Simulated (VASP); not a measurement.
# Ir in VASP: a series of runs, part 2 of 3

VASP 6.6.1. Earlier steps stand in the parts before.

## (3) Relaxation of cell and atoms, r2SCAN

This run uses another cell than the first one: it holds 1 atom, not 2.

POSCAR

```
Ir
1.0
    0.0000000000      1.9269646676      1.9269646676
    1.9269646676      0.0000000000      1.9269646676
    1.9269646676      1.9269646676      0.0000000000
Ir
1
Direct
    0.0000000000      0.0000000000      0.0000000000
```

INCAR.step1

```
SYSTEM = Ir
  PREC = Accurate
  ENCUT = 600
  ISMEAR = 0
  SIGMA = 0.1
  LREAL = .FALSE.
  LASPH = .TRUE.
  NELM = 100
  GGA = PE
  ALGO = Normal
  EDIFF = 1E-4
  LWAVE = .TRUE.
  LCHARG = .FALSE.
```

INCAR.step2

```
SYSTEM = Ir
  PREC = Accurate
  ENCUT = 600
  EDIFF = 1E-7
  ISMEAR = 0
  SIGMA = 0.1
  LREAL = .FALSE.
  LASPH = .TRUE.
  NELM = 100
  ALGO = Normal
  ISIF = 3
  LWAVE = .FALSE.
  LCHARG = .FALSE.
  METAGGA = R2SCAN
  LMIXTAU = .TRUE.
  IBRION = 2
  NSW = 100
  EDIFFG = -0.005
  ISTART = 1
```

KPOINTS

```
regular mesh
0
G
  18 18 18
  0 0 0
```

Potentials or basis: VASP PAW PBE potentials, release 64 (Ir).

Command:

```bash
cat potpaw_PBE.64/Ir/POTCAR > POTCAR
cp INCAR.step1 INCAR
mpirun -np 1 vasp_std > vasp.out
cp INCAR.step2 INCAR
mpirun -np 1 vasp_std > vasp.out
```

OUTCAR:

```text
SYSTEM = Ir
   PREC = Accurate
   ENCUT = 600
   EDIFF = 1E-7
   ISMEAR = 0
   LREAL = .FALSE.
   LASPH = .TRUE.
   NELM = 100
   ISIF = 3
   METAGGA = R2SCAN
   IBRION = 2
   NSW = 100
   EDIFFG = -0.005
   ISTART = 1

 ion  position               nearest neighbor table
   1  0.000  0.000  0.000-

  LATTYP: Found a face centered cubic cell.
 ALAT       =     3.8539293352

  Lattice vectors:

 A1 = (   0.0000000000,   1.9269646676,   1.9269646676)
 A2 = (   1.9269646676,   0.0000000000,   1.9269646676)
 A3 = (   1.9269646676,   1.9269646676,   0.0000000000)

Analysis of symmetry for initial positions (statically):
=====================================================================
 Subroutine PRICEL returns:
 Original cell was already a primitive cell.

 Routine SETGRP: Setting up the symmetry group for a
 face centered cubic supercell.

 Subroutine GETGRP returns: Found 48 space group operations
 (whereof 48 operations were pure point group operations)
 out of a pool of 48 trial point group operations.

The static configuration has the point symmetry O_h .

Analysis of symmetry for dynamics (positions and initial velocities):
=====================================================================
 Subroutine PRICEL returns:
 Original cell was already a primitive cell.

 Routine SETGRP: Setting up the symmetry group for a
 face centered cubic supercell.

 Subroutine GETGRP returns: Found 48 space group operations
 (whereof 48 operations were pure point group operations)
 out of a pool of 48 trial point group operations.

The dynamic configuration has the point symmetry O_h .

 Subroutine INISYM returns: Found 48 space group operations
 (whereof 48 operations are pure point group operations),
 and found     1 'primitive' translations

----------------------------------------------------------------------------------------

                                     Primitive cell

  volume of cell :      14.3104

  direct lattice vectors                    reciprocal lattice vectors
     0.000000000  1.926964668  1.926964668    -0.259475437  0.259475437  0.259475437
     1.926964668  0.000000000  1.926964668     0.259475437 -0.259475437  0.259475437
     1.926964668  1.926964668  0.000000000     0.259475437  0.259475437 -0.259475437

  length of vectors
     2.725139567  2.725139567  2.725139567     0.449424641  0.449424641  0.449424641

  position of ions in fractional coordinates (direct lattice)
     0.000000000  0.000000000  0.000000000

  ion indices of the primitive-cell ions
   primitive index   ion index
                 1           1

----------------------------------------------------------------------------------------

 KPOINTS: regular mesh

Automatic generation of k-mesh.
 Grid dimensions read from file:
 generate k-points for:   18   18   18

 Generating k-lattice:
[... 43 lines left out ...]
 [... further k-points ...]
   k-points           NKPTS =    195   k-points in BZ     NKDIM =    195   number of bands    NBANDS=      8
   number of dos      NEDOS =    301   number of ions     NIONS =      1
   total plane-waves  NPLWV =  13824
   dimension x,y,z NGX =    24 NGY =   24 NGZ =   24
   dimension x,y,z NGXF=    48 NGYF=   48 NGZF=   48
   ions per type =               1
   NGX,Y,Z   is equivalent  to a cutoff of  14.64, 14.64, 14.64 a.u.
   NGXF,Y,Z  is equivalent  to a cutoff of  29.28, 29.28, 29.28 a.u.
 SYSTEM =  Ir
   PREC   = accura    normal or accurate (medium, high low for compatibility)
   ISTART =      1    job   : 0-new  1-cont  2-samecut
   ICHARG =      0    charge: 1-file 2-atom 10-const
   ISPIN  =      1    spin polarized calculation?
   LNONCOLLINEAR =      F non collinear calculations
   LSORBIT =      F    spin-orbit coupling
   LASPH  =      T    aspherical Exc in radial PAW
   ENCUT  =  600.0 eV  44.10 Ry    6.64 a.u.   5.44  5.44  5.44*2*pi/ulx,y,z
   NELM   =    100;   NELMIN=  2; NELMDL=  0     # of ELM steps
   EDIFF  = 0.1E-06   stopping-criterion for ELM
   LREAL  =      F    real-space projection
   EDIFFG = -.5E-02   stopping-criterion for IOM
   NSW    =    100    number of steps for IOM
   IBRION =      2    ionic relax: 0-MD 1-quasi-New 2-CG
   NFREE  =      1    steps in history (QN), initial steepest desc. (CG)
   ISIF   =      3    stress and relaxation
   ISYM   =      2    0-nonsym 1-usesym 2-fastsym
   POTIM  = 0.5000    time-step for ionic-motion
   TEBEG  =    0.0;   TEEND  =   0.0 temperature during run
   PSTRESS=    0.0 pullay stress
   NELECT =       9.0000    total number of electrons
   NUPDOWN=      -1.0000    fix difference up-down
   EMIN   =  10.00;   EMAX   =-10.00  energy-range for DOS
   EFERMI =   0.00;   METHOD = LEGACY
   ISMEAR =     0;   SIGMA  =   0.10  broadening in eV -4-tet -1-fermi 0-gaus
   EFERMI_NEDOS =   21; number of points for ismear=-14 and -15
   IALGO  =     38    algorithm
   IMIX   =      4    mixing-type and parameters
     AMIX     =   0.40;   BMIX     =  1.00
     AMIX_MAG =   1.60;   BMIX_MAG =  1.00
  volume/ion in A,a.u.               =      14.31        96.57
  Fermi-wavevector in a.u.,A,eV,Ry     =   1.402615  2.650559 26.767147  1.967330
  Thomas-Fermi vector in A             =   2.525359
   LORBIT       =      0    0 simple, 1 ext, 2 COOP (PROOUT), +10 PAW based schemes
   METAGGA = R2SCAN    functional components
   LHFCALC =     F    Hartree Fock is set to
   AEXX    =    0.0000 exact exchange contribution
   IVDW    =     0    specifies the selected vdW correction
   LEPSILON=     F    determine dielectric tensor
   LRPA    =     F    only Hartree local field effects (RPA)
 conjugate gradient relaxation of ions
 non-spin polarized calculation
 Gauss-broadening in eV      SIGMA  =   0.10
  energy-cutoff  :      600.00
  volume of cell :       14.31
 maximum number of plane-waves:       531
 NGX is ok and might be reduce to    24

--------------------------------------- Ionic step        1  -------------------------------------------

 number of electron       9.0000000 magnetization

 Free energy of the ion-electron system (eV)
  ---------------------------------------------------
  ext. energy  EPLUGINS =         0.00000000
  ---------------------------------------------------
  free energy    TOTEN  =       -52.37027409 eV

  energy without entropy =      -52.36521696  energy(sigma->0) =      -52.36774552

------------------------ aborting loop because EDIFF is reached ----------------------------------------

  FORCE on cell =-STRESS in cart. coord.  units (eV):
  Direction    XX          YY          ZZ          XY          YZ          ZX
  --------------------------------------------------------------------------------------
  -------------------------------------------------------------------------------------
  Total       -0.0345482     -0.0345482     -0.0345482      0.0000000      0.0000000      0.0000000
  in kB       -3.8679852     -3.8679852     -3.8679852      0.0000000      0.0000000      0.0000000
  external PRESSURE =      -3.8679852 kB  Pullay stress =       0.0000000 kB
[... 57 lines left out ...]
--------------------------------------- Ionic step        3  -------------------------------------------

 number of electron       9.0000000 magnetization

 Free energy of the ion-electron system (eV)
  ---------------------------------------------------
  ext. energy  EPLUGINS =         0.00000000
  ---------------------------------------------------
  free energy    TOTEN  =       -52.37029410 eV

  energy without entropy =      -52.36524908  energy(sigma->0) =      -52.36777159

 E-fermi :  10.0411     XC(G=0): -15.2562

 val. band max:       10.0295244486   @ k =   0.3333   0.1111   0.0556
 cond. band min:      10.0442763540   @ k =   0.5000   0.2222   0.1111
 fundamental gap:      0.0147519054
 Fermi energy:        10.0410890308

 k-point     1 :       0.0000    0.0000    0.0000
  band No.  band energies     occupation
      1      -1.4174      2.00000
      2       6.0605      2.00000
      3       6.0605      2.00000
      4       6.0605      2.00000
      5       8.7260      2.00000
      6       8.7260      2.00000
      7      25.1202      0.00000
      8      30.9207      0.00000
[... 243 lines left out ...]
 k-point    24 :      -0.2222    0.0556    0.0000
  band No.  band energies     occupation
      1       0.8715      2.00000
      2       5.3715      2.00000
      3       6.5072      2.00000
      4       6.6023      2.00000
      5       8.4635      2.00000
      6       9.3406      2.00000
      7      24.9572      0.00000
      8      27.7118      0.00000

 [... further k-points ...]

------------------------ aborting loop because EDIFF is reached ----------------------------------------

  FORCE on cell =-STRESS in cart. coord.  units (eV):
  Direction    XX          YY          ZZ          XY          YZ          ZX
  --------------------------------------------------------------------------------------
  -------------------------------------------------------------------------------------
  Total        0.0029773      0.0029773      0.0029773      0.0000000      0.0000000      0.0000000
  in kB        0.3337029      0.3337029      0.3337029      0.0000000      0.0000000      0.0000000
  external PRESSURE =       0.3337029 kB  Pullay stress =       0.0000000 kB
[... 16 lines left out ...]
  FREE ENERGIE OF THE ION-ELECTRON SYSTEM (eV)
  ---------------------------------------------------
  free  energy   TOTEN  =       -52.3702940997 eV

  energy  without entropy=      -52.3652490768  energy(sigma->0) =      -52.36777159

 reached required accuracy - stopping structural energy minimisation
```

OUTCAR.step1:

```text
SYSTEM = Ir
   PREC = Accurate
   ENCUT = 600
   ISMEAR = 0
   LREAL = .FALSE.
   LASPH = .TRUE.
   NELM = 100
[... 481 lines left out ...]
 -----------------------------------------------------------------------------------
      0.00000      0.00000      0.00000         0.000000      0.000000      0.000000
 -----------------------------------------------------------------------------------
    total drift:                               -0.000000      0.000000     -0.000000

  FREE ENERGIE OF THE ION-ELECTRON SYSTEM (eV)
  ---------------------------------------------------
  free  energy   TOTEN  =        -8.8505971130 eV

  energy  without entropy=       -8.8453720700  energy(sigma->0) =       -8.84798459
```

Run time: 3.1 min. Hardware: 1 thread of Intel Xeon Platinum 8488C (Sapphire Rapids), shared host; peak memory 0.17 GiB.

Results:

```yaml
Free_energy: -52.3703 eV
Relaxed_volume: 14.29 Å³/atom
Relaxed_cell: a = 2.724 Å, b = 2.724 Å, c = 2.724 Å, α = 60.00°, β = 60.00°, γ = 60.00°
Space_group_after_relaxing_to_0.1_Å: Fm-3m (No. 225)
Energy_gained_by_relaxing: 0.0 meV/atom
Ionic_steps: 3
Pressure_after_relaxing: 0.0 GPa
Band_gap_on_the_k_mesh: zero (an odd number of electrons rules out a gap without spin polarisation)
```

Final structure:
```
Ir
1.0
     0.00000    1.92626    1.92626
     1.92626    0.00000    1.92626
     1.92626    1.92626    0.00000
Ir
1
Direct
  0.00000 0.00000 0.00000
```

Caveat: the PAW data sets were made with another functional, which shifts forces and pressure a little; spin-orbit coupling is left out, which moves the levels of the heavy elements.

[end of part 2 of 3]
